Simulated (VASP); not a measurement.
# Al47VN48 (a cell with a defect) in VASP: single point with PBE

Aim: the single point of Al47VN48 (a cell with a defect) with PBE.

All numbers are computed with VASP 6.6.1; they aren't measurements. Logs are shortened: lines on timing, memory, paths and dates and some standing lists are left out, and cuts for length are marked.

## 1. The cell of the first run

The cell holds a defect, 96 atoms: a = 10.843 Å, b = 10.843 Å, c = 10.036 Å, α = 90.00°, β = 90.00°, γ = 120.00°.

## 2. Single point, PBE

Contents of INCAR:

```
ALGO     = Normal         # electronic algorithm
EDIFF    = 1E-6           # SCF threshold, eV
ENCUT    = 520            # plane-wave cutoff, eV
GGA      = PE             # functional
GGA_COMPAT= False        
ISIF     = 2              # what is computed and relaxed
ISMEAR   = 0              # smearing method
LASPH    = True           # aspherical terms in the spheres
LCHARG   = False          # write CHGCAR
LREAL    = Auto         
LWAVE    = False          # write WAVECAR
NBANDS   = 251            # bands
NELECT   = 392.0        
NELM     = 120            # most SCF steps
PREC     = Accurate       # precision mode
SIGMA    = 0.01           # smearing width, eV
```

Contents of KPOINTS:

```
Automatic mesh
0
Gamma
  1 1 1
  0.25 0.25 0.25
```

Contents of POSCAR:

```
Al47VN48
1.0
    9.3906185520      5.4216762666      0.0000000000
   -9.3906186540      5.4216760900      0.0000000000
    0.0000000000      0.0000000000     10.0361163400
Al N V
47 48 1
Direct
   -0.0006713061      0.1657064893      0.2486426555
    0.1667393398     -0.0006788414      0.2487297957
    0.3333104833      0.3328116235      0.2432013949
   -0.0048423615      0.3276265705      0.5012677301
    0.1612551304      0.1615369678      0.5012665813
    0.3333687836      0.0008795056      0.4998976742
   -0.0008259964      0.1655503787      0.7508414632
    0.1664398413     -0.0014337131      0.7502083013
    0.3333145412      0.3276865693      0.7505030225
   -0.0008037508      0.3322058834      0.9992215859
    0.1658370175      0.1655797393      0.9992132704
    0.3333281706      0.0000974347      0.9996149991
   -0.0004206822      0.6663017611      0.2487106156
    0.1664364072      0.4996957206      0.2431610688
    0.3333420845      0.8337134328      0.2486397408
    0.0000101136      0.8330634147      0.4992946039
    0.1673361949      0.6718953474      0.5012921470
   -0.0008810531      0.6666190165      0.7502118110
    0.1613023699      0.4996900822      0.7505090336
    0.3333610674      0.8339054330      0.7508590973
   -0.0000096975      0.8330342353      0.9997317872
    0.1667062457      0.6671862946      0.9992069458
    0.3333114479      0.4996873914      0.9981560438
    0.4999277108      0.1659605121      0.2487009875
    0.6671007998      0.0000597203      0.2487137935
    0.8329436284      0.3331194010      0.2487324836
    0.5055232196      0.3337122057      0.5012816270
    0.6666876581      0.1663872196      0.4992976509
    0.8321948075     -0.0014315038      0.4999205503
    0.5002414123      0.1654981232      0.7502157926
    0.6675759265      0.0008496037      0.7501942394
    0.8321959990      0.3328183286      0.7502080618
    0.5008088145      0.3330866645      0.9992107119
    0.6666597869      0.1663677977      0.9997314171
    0.8329361659     -0.0006843754      0.9995934720
    0.5001642673      0.6665471012      0.2431455430
    0.6673365593      0.4997173324      0.2486374313
    0.8336742943      0.8334737215      0.2487039554
    0.4993373434      0.8378358270      0.5012576216
    0.6714662910      0.6657088726      0.5012599895
    0.8345086417      0.4997393057      0.4999000043
    0.5053265811      0.6717085679      0.7505228945
    0.6675270789      0.4997305861      0.7508574703
    0.8344659206      0.8339519899      0.7502021412
    0.4999589517      0.8338142858      0.9992046942
    0.6674344965      0.6663287777      0.9992066465
    0.8337250116      0.4997013928      0.9996123230
   -0.0004978523      0.1658773593      0.4398285912
    0.1670788522      0.0006241891      0.4398777132
    0.3333861867      0.3385295590      0.4424010211
    0.0004797865      0.3333562204      0.1909210882
    0.1669789961      0.1668587217      0.1909163205
    0.3332959289     -0.0003009267      0.1902677808
   -0.0000480268      0.1663262514      0.9407011420
    0.1666321598     -0.0000741745      0.9404098937
    0.3333528625      0.3337197623      0.9392788585
   -0.0000950062      0.3328067709      0.6899724496
    0.1664313913      0.1662798244      0.6899722529
    0.3333100224     -0.0003330994      0.6901457400
    0.0007113775      0.6660711488      0.4398589610
    0.1721613359      0.4997634153      0.4424089845
    0.3333797756      0.8336520828      0.4397887007
   -0.0000576001      0.8329908304      0.1905918178
    0.1668167664      0.6659678129      0.1908958809
    0.3332564093      0.4996343388      0.1898354098
    0.0002943764      0.6664723070      0.9404140272
    0.1673376047      0.4997277003      0.9392852937
    0.3333713174      0.8331672386      0.9407169685
   -0.0000389012      0.8329956166      0.6895878307
    0.1668288534      0.6665620772      0.6899888576
    0.3332588270      0.4996252553      0.6809077483
    0.4996984510      0.1670830874      0.4398540683
    0.6660774834     -0.0012838348      0.4398895494
    0.8342526815      0.3334553026      0.4398737847
    0.4995865715      0.3331953409      0.1908975263
    0.6666140849      0.1663202492      0.1905899502
    0.8332628886     -0.0003568682      0.1902510861
    0.5000943632      0.1666690084      0.9404180981
    0.6664412065     -0.0004541193      0.9403978872
    0.8335515090      0.3330070032      0.9404089897
    0.5001852500      0.3332036655      0.6899831106
    0.6666180357      0.1663425479      0.6895889923
    0.8333188132     -0.0003057638      0.6901531986
    0.4944562651      0.6608322571      0.4423022963
    0.6672843440      0.4997576315      0.4397864333
    0.8323365912      0.8324505626      0.4398827759
    0.4997791221      0.8324476377      0.1908940749
    0.6660644143      0.6661516134      0.1908925781
    0.8333248805      0.4996757343      0.1902652643
    0.4993642107      0.6657403783      0.9392952645
    0.6667924863      0.4997431697      0.9407163287
    0.8331682661      0.8328167398      0.9404045649
    0.4997855002      0.8330254072      0.6899555726
    0.6666456452      0.6661592752      0.6899597001
    0.8332926283      0.4996870485      0.6901463385
    0.3332990876      0.4996785531      0.4977563220
```

Potentials or basis: VASP PAW PBE potentials, release 64 (Al, N, V_sv).

The run is started by

```console
$ cat potpaw_PBE.64/Al/POTCAR potpaw_PBE.64/N/POTCAR potpaw_PBE.64/V_sv/POTCAR > POTCAR
$ mpirun -np 1 vasp_std > vasp.out
```

OUTCAR:

```text
EDIFF = 1E-6
   ENCUT = 520
   GGA = PE
   ISIF = 2
   ISMEAR = 0
   LASPH = True
   LREAL = Auto
   NELECT = 392.0
   NELM = 120
   PREC = Accurate

 ion  position               nearest neighbor table
   1  0.999  0.166  0.249-  77 1.89  51 1.90  52 1.90  48 1.92  35 3.08  10 3.09  11 3.09   4 3.10
                             5 3.10  29 3.11  25 3.12  38 3.12   2 3.13  26 3.13   3 3.14  14 3.14
   2  0.167  0.999  0.249-  53 1.90  63 1.90  52 1.91  49 1.92  12 3.08  21 3.08  11 3.09  16 3.10
                             6 3.10   5 3.10  15 3.12  13 3.13  38 3.13  24 3.13   3 3.13   1 3.13
   3  0.333  0.333  0.243-  75 1.88  52 1.88  65 1.89  50 2.00  11 3.05  33 3.05  23 3.05  96 3.13
                            24 3.13   2 3.13  36 3.13  14 3.13   1 3.14  37 3.14   5 3.19  27 3.19
   4  0.995  0.328  0.501-  74 1.88  48 1.88  57 1.89  61 1.98   7 3.07  32 3.08  28 3.08  29 3.09
                             1 3.10  19 3.10  26 3.10   5 3.12  41 3.13  14 3.19  17 3.23
   5  0.161  0.162  0.501-  49 1.88  48 1.88  58 1.89  50 1.98   7 3.07   8 3.08  16 3.08  29 3.09
                             1 3.10   9 3.10   2 3.10   4 3.12   6 3.13   3 3.19  27 3.23
   6  0.333  0.001  0.500-  49 1.90  72 1.90  59 1.91  62 1.91  30 3.09   8 3.09  17 3.09  39 3.09
                             2 3.10  24 3.10  20 3.10  15 3.11   5 3.13  27 3.13  28 3.13  16 3.13
   7  0.999  0.166  0.751-  83 1.90  54 1.91  57 1.91  58 1.91   4 3.07   5 3.07  11 3.08  10 3.08
                            35 3.08  29 3.10  31 3.11  44 3.11  19 3.14   9 3.14  32 3.14   8 3.14
   8  0.166  0.999  0.750-  69 1.90  59 1.90  55 1.91  58 1.92   5 3.08  12 3.08  21 3.08  11 3.09
                             6 3.09   9 3.09  16 3.10  20 3.11  18 3.12  44 3.12  30 3.13   7 3.14
   9  0.333  0.328  0.751-  81 1.88  58 1.88  56 1.90  71 1.99  33 3.07  11 3.07  30 3.09   8 3.09
[... 123 lines left out ...]
  94  0.667  0.666  0.690-  42 1.88  40 1.89  43 1.91  44 1.92
  95  0.833  0.500  0.690-  43 1.90  32 1.90  18 1.90  41 1.91
  96  0.333  0.500  0.498-  61 1.83  84 1.83  50 1.83  71 1.84   3 3.13  14 3.13  36 3.13

  LATTYP: Found a hexagonal cell.
 ALAT       =    10.8433523566
 C/A-ratio  =     0.9255547556

  Lattice vectors:

 A1 = (   9.3906185520,   5.4216762666,   0.0000000000)
 A2 = (  -9.3906186540,   5.4216760900,   0.0000000000)
 A3 = (   0.0000000000,   0.0000000000,  10.0361163400)

Analysis of symmetry for initial positions (statically):
=====================================================================
 Subroutine PRICEL returns:
 Original cell was already a primitive cell.

 Routine SETGRP: Setting up the symmetry group for a
 hexagonal supercell.

 Subroutine GETGRP returns: Found  1 space group operations
 (whereof  1 operations were pure point group operations)
 out of a pool of 24 trial point group operations.

The static configuration has the point symmetry C_1 .

Analysis of symmetry for dynamics (positions and initial velocities):
=====================================================================
 Subroutine PRICEL returns:
 Original cell was already a primitive cell.

 Routine SETGRP: Setting up the symmetry group for a
 hexagonal supercell.

 Subroutine GETGRP returns: Found  1 space group operations
 (whereof  1 operations were pure point group operations)
 out of a pool of 24 trial point group operations.
[... 235 lines left out ...]
 SYSTEM =  unknown system
   PREC   = accura    normal or accurate (medium, high low for compatibility)
   ISTART =      0    job   : 0-new  1-cont  2-samecut
   ICHARG =      2    charge: 1-file 2-atom 10-const
   ISPIN  =      1    spin polarized calculation?
   LNONCOLLINEAR =      F non collinear calculations
   LSORBIT =      F    spin-orbit coupling
   LASPH  =      T    aspherical Exc in radial PAW
   ENCUT  =  520.0 eV  38.22 Ry    6.18 a.u.  20.16 20.16 18.66*2*pi/ulx,y,z
   NELM   =    120;   NELMIN=  2; NELMDL= -5     # of ELM steps
   EDIFF  = 0.1E-05   stopping-criterion for ELM
   LREAL  =      T    real-space projection
   EDIFFG = 0.1E-04   stopping-criterion for IOM
   NSW    =      0    number of steps for IOM
   IBRION =     -1    ionic relax: 0-MD 1-quasi-New 2-CG
   NFREE  =      0    steps in history (QN), initial steepest desc. (CG)
   ISIF   =      2    stress and relaxation
   ISYM   =      2    0-nonsym 1-usesym 2-fastsym
   POTIM  = 0.5000    time-step for ionic-motion
   TEBEG  =    0.0;   TEEND  =   0.0 temperature during run
   PSTRESS=    0.0 pullay stress
   NELECT =     392.0000    total number of electrons
   NUPDOWN=      -1.0000    fix difference up-down
   EMIN   =  10.00;   EMAX   =-10.00  energy-range for DOS
   EFERMI =   0.00;   METHOD = LEGACY
   ISMEAR =     0;   SIGMA  =   0.01  broadening in eV -4-tet -1-fermi 0-gaus
   EFERMI_NEDOS =   21; number of points for ismear=-14 and -15
   IALGO  =     38    algorithm
   IMIX   =      4    mixing-type and parameters
     AMIX     =   0.40;   BMIX     =  1.00
     AMIX_MAG =   1.60;   BMIX_MAG =  1.00
  volume/ion in A,a.u.               =      10.65        71.84
  Fermi-wavevector in a.u.,A,eV,Ry     =   1.189494  2.247818 19.250838  1.414897
  Thomas-Fermi vector in A             =   2.325600
   LORBIT       =      0    0 simple, 1 ext, 2 COOP (PROOUT), +10 PAW based schemes
   GGA     = PE    functional components
   LHFCALC =     F    Hartree Fock is set to
   AEXX    =    0.0000 exact exchange contribution
   IVDW    =     0    specifies the selected vdW correction
   LEPSILON=     F    determine dielectric tensor
   LRPA    =     F    only Hartree local field effects (RPA)
 non-spin polarized calculation
 Gauss-broadening in eV      SIGMA  =   0.01
  energy-cutoff  :      520.00
  volume of cell :     1021.94
 maximum number of plane-waves:     27513
 NGX is ok and might be reduce to    84
   NGX = 41   NGY = 41   NGZ = 37

 number of electron     391.9999907 magnetization

 Free energy of the ion-electron system (eV)
  ---------------------------------------------------
  ext. energy  EPLUGINS =         0.00000000
  ---------------------------------------------------
  free energy    TOTEN  =      -733.63182634 eV

  energy without entropy =     -733.63182634  energy(sigma->0) =     -733.63182634

 E-fermi :   5.9006     XC(G=0): -10.8281

 val. band max:        5.7865432621   @ k =   0.2500   0.2500   0.2500
 cond. band min:       7.7923062874   @ k =   0.2500   0.2500   0.2500
 fundamental gap:      2.0057630254
 Fermi energy:         5.9006468651

 k-point     1 :       0.2500    0.2500    0.2500
  band No.  band energies     occupation
      1     -58.6876      2.00000
      2     -32.5789      2.00000
      3     -32.5682      2.00000
      4     -32.5682      2.00000
      5      -8.8783      2.00000
      6      -8.6324      2.00000
[... 1255 lines left out ...]
    207      11.6704      0.00000
    208      11.6730      0.00000
 [bands above 208 left out]

------------------------ aborting loop because EDIFF is reached ----------------------------------------

  FORCE on cell =-STRESS in cart. coord.  units (eV):
  Direction    XX          YY          ZZ          XY          YZ          ZX
  --------------------------------------------------------------------------------------
  -------------------------------------------------------------------------------------
  Total      -19.7792629    -20.1206739    -21.5898326      0.0029054     -0.0153654      0.0074238
  in kB      -31.0096757    -31.5449356    -33.8482639      0.0045551     -0.0240897      0.0116389
  external PRESSURE =     -32.1342917 kB  Pullay stress =       0.0000000 kB

 VOLUME and BASIS-vectors are now :
 -----------------------------------------------------------------------------
  energy-cutoff  :      520.00
  volume of cell :     1021.94
      direct lattice vectors                 reciprocal lattice vectors
     9.390618552  5.421676267  0.000000000     0.053244628  0.092222402  0.000000000
    -9.390618654  5.421676090  0.000000000    -0.053244629  0.092222401  0.000000000
     0.000000000  0.000000000 10.036116340     0.000000000  0.000000000  0.099640136

 POSITION                                       TOTAL-FORCE (eV/Angst)
 -----------------------------------------------------------------------------------
      7.82823      6.31644      2.49541         0.000867     -0.010220      0.005293
     -7.81846      6.32200      2.49628        -0.000864     -0.005287      0.000797
      0.00468      3.61150      2.44080        -0.001216     -0.002846      0.001382
      6.26853      7.17171      5.03078         0.001139      0.000863     -0.001403
     -0.00265      1.75007      5.03077        -0.002031     -0.001037     -0.001928
      3.12228      1.81219      5.01703         0.004881      0.006470     -0.002095
[... 88 lines left out ...]
      3.13276      7.22698      6.92639         0.001645      0.008251      0.003398
     -1.56241      4.51614      4.99554         0.003028      0.001350      0.031146
 -----------------------------------------------------------------------------------
    total drift:                                0.002704     -0.000741      0.051650

  FREE ENERGIE OF THE ION-ELECTRON SYSTEM (eV)
  ---------------------------------------------------
  free  energy   TOTEN  =      -733.6318263383 eV

  energy  without entropy=     -733.6318263383  energy(sigma->0) =     -733.63182634
```

Wall time 68 min (1 thread of Intel Xeon Platinum 8375C at 2.90GHz (Ice Lake), shared host); peak memory 1.7 GiB.

Results:

```yaml
Free_energy: -733.6318 eV
Largest_force: 0.086 eV/Å
```

Forces in eV/Å, atoms in the order of the input:
```
Al   0.001 -0.010  0.005
Al  -0.001 -0.005  0.001
Al  -0.001 -0.003  0.001
Al   0.001  0.001 -0.001
Al  -0.002 -0.001 -0.002
Al   0.005  0.006 -0.002
Al   0.000 -0.002 -0.001
Al   0.000 -0.006 -0.001
Al   0.001 -0.002 -0.003
Al   0.002  0.007  0.003
Al   0.000  0.007  0.003
Al   0.000  0.005  0.006
Al  -0.001 -0.005  0.004
Al   0.005 -0.004  0.008
Al  -0.002 -0.005  0.001
Al   0.002 -0.005 -0.005
Al   0.006  0.000  0.000
Al   0.002 -0.004  0.000
Al  -0.002 -0.003 -0.005
Al   0.003 -0.008  0.000
Al   0.000  0.005  0.009
Al   0.001  0.006  0.003
Al   0.000  0.003  0.004
Al   0.001 -0.007  0.004
Al   0.000 -0.006  0.006
Al   0.001 -0.006  0.001
Al  -0.006  0.000  0.000
Al  -0.002 -0.005 -0.006
Al   0.001  0.003 -0.005
Al   0.000 -0.006 -0.002
Al  -0.001 -0.009  0.000
Al   0.000 -0.006  0.000
Al  -0.002  0.004  0.002
Al  -0.001  0.004  0.009
Al   0.001  0.005  0.007
Al   0.003 -0.009  0.005
Al   0.003 -0.004  0.001
Al   0.001 -0.005  0.007
Al   0.006  0.005 -0.001
Al  -0.008  0.005 -0.001
Al  -0.003  0.007 -0.002
Al   0.002 -0.001 -0.007
Al  -0.005 -0.008  0.001
Al   0.003 -0.007 -0.001
Al   0.000  0.003  0.004
Al   0.000  0.003  0.003
Al  -0.001  0.005  0.006
N    0.000 -0.004 -0.004
N   -0.011  0.001 -0.003
N    0.065 -0.043 -0.031
N   -0.001  0.005 -0.002
N    0.000  0.005 -0.002
N    0.000  0.007 -0.003
N   -0.001 -0.008 -0.002
N    0.000 -0.006 -0.004
N   -0.001 -0.005 -0.003
N    0.003  0.005  0.003
N   -0.004  0.005  0.003
N   -0.002  0.009  0.004
N   -0.011 -0.016 -0.001
N   -0.066 -0.044 -0.033
N    0.003 -0.006 -0.001
N    0.000  0.008 -0.005
N   -0.003  0.008 -0.002
N    0.000  0.007 -0.001
N   -0.001 -0.007 -0.005
N    0.002 -0.004 -0.003
N   -0.002 -0.005 -0.003
N   -0.002  0.008  0.006
N   -0.002  0.008  0.003
N   -0.002  0.008  0.046
N    0.011 -0.016  0.000
N   -0.005  0.004 -0.005
N    0.011  0.001 -0.002
N    0.002  0.008 -0.002
N   -0.001  0.009 -0.005
N    0.000  0.008 -0.002
N    0.000 -0.007 -0.005
N    0.000 -0.006 -0.005
N   -0.001 -0.006 -0.004
N    0.001  0.008  0.003
N    0.002  0.008  0.006
N   -0.001  0.006  0.004
N    0.000  0.083 -0.019
N   -0.003 -0.007 -0.001
N    0.006  0.004 -0.004
N   -0.002  0.008 -0.001
N    0.002  0.008 -0.001
N   -0.001  0.007 -0.002
N    0.000 -0.009 -0.004
N    0.001 -0.005 -0.003
N   -0.001 -0.006 -0.005
N   -0.002  0.007  0.005
N    0.001  0.007  0.005
N    0.002  0.008  0.003
V    0.003  0.001  0.031
```

Levels at points of the mesh, in eV from the Fermi level:
| k point | band 194 | band 195 | band 196 | band 197 | band 198 | band 199 |
| --- | --- | --- | --- | --- | --- | --- |
| (0.25, 0.25, 0.25) | -0.17 | -0.16 | -0.11 | 1.89 | 1.89 | 3.06 |

Caveat: the cell carries a net charge on a neutralising background, which shifts energy and pressure; the cell is charged against a uniform background, so pressure and absolute levels hang on convention.
